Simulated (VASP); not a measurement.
# CuSi16 (a cell with a defect) in VASP: further runs, part 2 of 2

VASP 6.6.1.

**4. Single point, PBEsol**

Input file INCAR:

```
SYSTEM = CuSi16
ALGO = Normal ; EDIFF = 1E-6
ENCUT = 520 ; GGA = PS
ISIF = 2 ; ISMEAR = -1
LASPH = .True. ; LCHARG = .False.
LREAL = Auto ; LWAVE = .False.
NBANDS = 52 ; NELECT = 74.0
NELM = 100 ; PREC = Accurate
SIGMA = 0.02
```

Input file KPOINTS:

```
k-points
0
Gamma
  2 2 2
  0 0 0
```

Input file POSCAR:

```
CuSi16
1.0
    0.0000000000      5.4300000000      5.4300000000
    5.4300000000      0.0000000000      5.4300000000
    5.4300000000      5.4300000000      0.0000000000
Si Cu
16 1
Direct
   -0.0145348987     -0.0141654696      0.0414345304
    0.1315812155      0.1305519337      0.1194029466
    0.0009998158      0.0001042357      0.5086300184
    0.1108410681      0.1098600368      0.6687605893
    0.0047747698      0.5058394107     -0.0171513812
    0.1330714549      0.6171898711      0.1185819521
    0.0020120626      0.4893240331      0.5078323204
    0.1353471455      0.6279088398      0.6081828729
    0.5065259669      0.0039016575     -0.0169659300
    0.6165322284      0.1325399632      0.1195423573
    0.4893994475      0.0014287293      0.5079640884
    0.6287762431      0.1340453039      0.6083911602
    0.5077627993      0.5073941068     -0.0173924494
    0.6318204420      0.6307640884      0.1082189687
    0.5070733886      0.5059174033      0.4816901473
    0.6296780847      0.6289583794      0.6079476980
    0.2316000000      0.2350451197      0.2983093923
```

Run with:

```console
> cat potpaw_PBE.64/Si/POTCAR potpaw_PBE.64/Cu/POTCAR > POTCAR
> mpirun -np 1 vasp_std > vasp.out
```

Wall time 11 min (1 thread of Intel Xeon 8259CL, shared host); peak memory 0.5 GiB.

It converged, with:

```
Free energy   : -100.0794 eV
Largest force : 0.044 eV/Å
```

Forces on the atoms (eV/Å):
```
Si   0.000 -0.007  0.011
Si   0.006 -0.002 -0.028
Si  -0.012 -0.011  0.019
Si   0.014 -0.011 -0.026
Si  -0.004  0.003  0.008
Si   0.036 -0.025  0.002
Si   0.020 -0.011  0.009
Si   0.010  0.002 -0.009
Si  -0.011  0.007  0.002
Si  -0.016  0.018  0.001
Si  -0.023  0.026  0.019
Si   0.005  0.006 -0.008
Si  -0.008  0.002  0.012
Si   0.011 -0.002 -0.011
Si  -0.007  0.001  0.009
Si   0.008  0.004 -0.004
Cu  -0.029 -0.001 -0.006
```

Levels at points of the mesh, in eV from the Fermi level:
```
           k point  band 35  band 36  band 37  band 38  band 39  band 40
(0.00, 0.00, 0.00)    -0.73    -0.21    -0.20     0.19     0.48     0.48
(0.50, 0.00, 0.00)    -0.86    -0.79    -0.71     0.52     0.96     1.15
(0.00, 0.50, 0.00)    -0.85    -0.80    -0.72     0.52     0.96     1.15
(0.00, 0.00, 0.50)    -0.93    -0.75    -0.74     0.30     1.16     1.19
(0.50, 0.50, 0.50)    -0.86    -0.80    -0.73     0.52     0.97     1.15
(0.50, 0.50, 0.00)    -1.45    -1.42    -1.00     0.58     0.94     1.91
(0.00, 0.50, 0.50)    -1.45    -1.42    -1.01     0.58     0.94     1.91
(0.50, 0.00, 0.50)    -1.46    -1.41    -1.01     0.58     0.93     1.91
```

Caveat: the k points lie up to 0.50 Å⁻¹ apart; the cell carries a net charge on a neutralising background, which shifts energy and pressure; the cell is charged against a uniform background, so pressure and absolute levels hang on convention; the PAW data sets were made with another functional, which shifts forces and pressure a little.

**5. Single point, PBEsol**

Input file INCAR:

```
SYSTEM = CuSi16
  PREC = Accurate
  ENCUT = 520
  EDIFF = 1E-7
  ISMEAR = -1
  SIGMA = 0.02
  LREAL = Auto
  LASPH = .True.
  NELM = 80
  ALGO = Normal
  ISIF = 2
  LWAVE = .False.
  LCHARG = .True.
  GGA = PS
  LELF = .True.
  LVHAR = .True.
  NBANDS = 52
  NELECT = 74.0
```

Input file KPOINTS:

```
regular mesh
0
Gamma
  2 2 2
  0 0 0
```

Input file POSCAR:

```
CuSi16
1.0
    0.0000000000      5.4300000000      5.4300000000
    5.4300000000      0.0000000000      5.4300000000
    5.4300000000      5.4300000000      0.0000000000
Si Cu
16 1
Direct
    0.0073551565     -0.0404382136      0.0266133517
    0.1214810313      0.1231996317      0.1170053407
   -0.0083456722      0.0026081031      0.5070974217
    0.1158293738      0.1140866483      0.6539538674
   -0.0025418048      0.4967156538     -0.0064055249
    0.1390278085      0.5874049724      0.1344476980
    0.0000932781      0.4883269797      0.5113013812
    0.1226368324      0.6303615101      0.6193476980
    0.5033946593      0.0068147330     -0.0132732965
    0.6393597606      0.1231925414      0.1161330571
    0.4988946593      0.0023259669      0.5070891344
    0.6198391344      0.1479374770      0.6120862799
    0.5123372928      0.4966816759     -0.0065982505
    0.6247055249      0.6339475138      0.1164797422
    0.4950439227      0.5190387661      0.4903982505
    0.6274336096      0.6302748619      0.6191511050
    0.2754651934      0.1632139963      0.2874383057
```

Run with:

```console
> cat potpaw_PBE.64/Si/POTCAR potpaw_PBE.64/Cu/POTCAR > POTCAR
> mpirun -np 1 vasp_std > vasp.out
```

Run time: 12 min. Hardware: 1 thread of Intel Xeon 8259CL, shared host; peak memory 0.5 GiB.

It converged, with:

```yaml
Free_energy: -100.0876 eV
Largest_force: 0.049 eV/Å
```

Forces on the atoms (eV/Å):
```
Si  -0.030 -0.016  0.021
Si  -0.007  0.020 -0.026
Si  -0.007 -0.038 -0.016
Si   0.023  0.024 -0.011
Si   0.003 -0.008 -0.009
Si  -0.007 -0.008  0.014
Si   0.022  0.009 -0.010
Si   0.008 -0.007  0.003
Si  -0.008 -0.006  0.011
Si   0.006  0.035 -0.033
Si  -0.014  0.001  0.044
Si  -0.002  0.008 -0.001
Si   0.006  0.005  0.007
Si   0.006 -0.003  0.001
Si   0.004 -0.002  0.005
Si   0.006  0.002  0.003
Cu  -0.009 -0.017 -0.004
```

Levels at points of the mesh, in eV from the Fermi level:
| k point | band 33 | band 34 | band 35 | band 36 | band 37 | band 38 | band 39 | band 40 | band 41 | band 42 |
| --- | --- | --- | --- | --- | --- | --- | --- | --- | --- | --- |
| (0.00, 0.00, 0.00) | -1.09 | -1.02 | -0.70 | -0.21 | -0.09 | 0.09 | 0.28 | 0.47 | 0.51 | 0.56 |
| (0.50, 0.00, 0.00) | -2.04 | -0.95 | -0.91 | -0.85 | -0.76 | 0.47 | 1.02 | 1.15 | 1.20 | 1.34 |
| (0.00, 0.50, 0.00) | -2.17 | -0.91 | -0.90 | -0.68 | -0.51 | 0.44 | 0.90 | 1.23 | 1.29 | 1.45 |
| (0.00, 0.00, 0.50) | -2.06 | -0.94 | -0.90 | -0.88 | -0.82 | 0.40 | 1.07 | 1.13 | 1.22 | 1.31 |
| (0.50, 0.50, 0.50) | -2.04 | -0.95 | -0.91 | -0.85 | -0.75 | 0.47 | 1.02 | 1.15 | 1.20 | 1.34 |
| (0.50, 0.50, 0.00) | -1.85 | -1.54 | -1.48 | -1.44 | -1.10 | 0.57 | 0.89 | 1.85 | 1.98 | 2.09 |
| (0.00, 0.50, 0.50) | -1.89 | -1.52 | -1.51 | -1.42 | -1.15 | 0.59 | 0.88 | 1.86 | 1.96 | 2.09 |
| (0.50, 0.00, 0.50) | -1.84 | -1.54 | -1.47 | -1.44 | -1.10 | 0.57 | 0.89 | 1.85 | 1.98 | 2.09 |

Caveat: the k points lie up to 0.50 Å⁻¹ apart; the cell carries a net charge on a neutralising background, which shifts energy and pressure; the cell is charged against a uniform background, so pressure and absolute levels hang on convention; the PAW data sets were made with another functional, which shifts forces and pressure a little.

**6. Single point, PBEsol**

Input file INCAR:

```
SYSTEM = CuSi16
PREC = Accurate
ENCUT = 520
EDIFF = 1E-6
ISMEAR = -1
SIGMA = 0.02
LREAL = Auto
LASPH = .True.
NELM = 100
ALGO = Normal
ISIF = 2
LWAVE = .False.
LCHARG = .True.
GGA = PS
LELF = .True.
LVHAR = .True.
NBANDS = 52
NELECT = 74.0
```

Input file KPOINTS:

```
Automatic mesh
0
Gamma
  2 2 2
  0 0 0
```

Input file POSCAR:

```
CuSi16
1.0
    0.0000000000      5.4300000000      5.4300000000
    5.4300000000      0.0000000000      5.4300000000
    5.4300000000      5.4300000000      0.0000000000
Si Cu
16 1
Direct
    0.0134204420     -0.0449861878      0.0211154696
    0.1214024862      0.1181951197      0.1182516575
   -0.0146379374      0.0029480663      0.5090418048
    0.1166138122      0.1153309392      0.6489320442
   -0.0015940147      0.4908798343     -0.0020262431
    0.1384860958      0.5827181400      0.1382070902
    0.0006371087      0.4884796501      0.5118067219
    0.1177019337      0.6311262431      0.6242457643
    0.5081418969      0.0038485267     -0.0175435543
    0.6444149171      0.1191022099      0.1152622468
    0.5030691529      0.0013255064      0.5072192449
    0.6141013812      0.1578194291      0.6097614180
    0.5108733886      0.4915757827     -0.0007665746
    0.6254139963      0.6317990792      0.1166031308
    0.4907334254      0.5294310313      0.4904325046
    0.6277112339      0.6295559853      0.6255869245
    0.2948942910      0.1160861878      0.2955790055
```

Potentials or basis: VASP PAW PBE potentials, release 64 (Si, Cu).

Run with:

```console
> cat potpaw_PBE.64/Si/POTCAR potpaw_PBE.64/Cu/POTCAR > POTCAR
> mpirun -np 1 vasp_std > vasp.out
```

Run time: 12 min. Hardware: 1 thread of Intel Xeon 8259CL, shared host; peak memory 0.5 GiB.

The run converged. Its results:

| Item | Value |
| --- | --- |
| Free energy | -100.0753 eV |
| Largest force | 0.080 eV/Å |

Forces in eV/Å, atoms in the order of the input:
```
Si  -0.028 -0.004  0.026
Si  -0.007  0.016 -0.021
Si  -0.012 -0.027 -0.007
Si   0.039  0.014 -0.023
Si  -0.005  0.000 -0.002
Si  -0.008  0.000 -0.002
Si   0.003  0.016 -0.009
Si   0.006 -0.011 -0.004
Si   0.004  0.008  0.017
Si   0.005  0.014 -0.038
Si  -0.030  0.002  0.047
Si  -0.019  0.012 -0.020
Si   0.002  0.000  0.011
Si  -0.002 -0.004 -0.004
Si  -0.012  0.007  0.003
Si   0.002  0.000 -0.001
Cu   0.062 -0.044  0.026
```

Levels at points of the mesh, in eV from the Fermi level:
```tsv
k point	band 35	band 36	band 37	band 38	band 39	band 40
(0.00, 0.00, 0.00)	-0.62	-0.24	-0.05	0.05	0.13	0.45
(0.50, 0.00, 0.00)	-0.95	-0.91	-0.76	0.51	0.97	1.06
(0.00, 0.50, 0.00)	-0.91	-0.63	-0.49	0.47	0.87	1.30
(0.00, 0.00, 0.50)	-0.97	-0.92	-0.79	0.48	0.98	1.04
(0.50, 0.50, 0.50)	-0.94	-0.91	-0.74	0.52	0.98	1.06
(0.50, 0.50, 0.00)	-1.51	-1.45	-1.17	0.60	0.80	1.80
(0.00, 0.50, 0.50)	-1.50	-1.44	-1.20	0.60	0.80	1.81
(0.50, 0.00, 0.50)	-1.52	-1.46	-1.15	0.60	0.79	1.79
```

Caveat: the k points lie up to 0.50 Å⁻¹ apart; the cell carries a net charge on a neutralising background, which shifts energy and pressure; the cell is charged against a uniform background, so pressure and absolute levels hang on convention; the PAW data sets were made with another functional, which shifts forces and pressure a little.
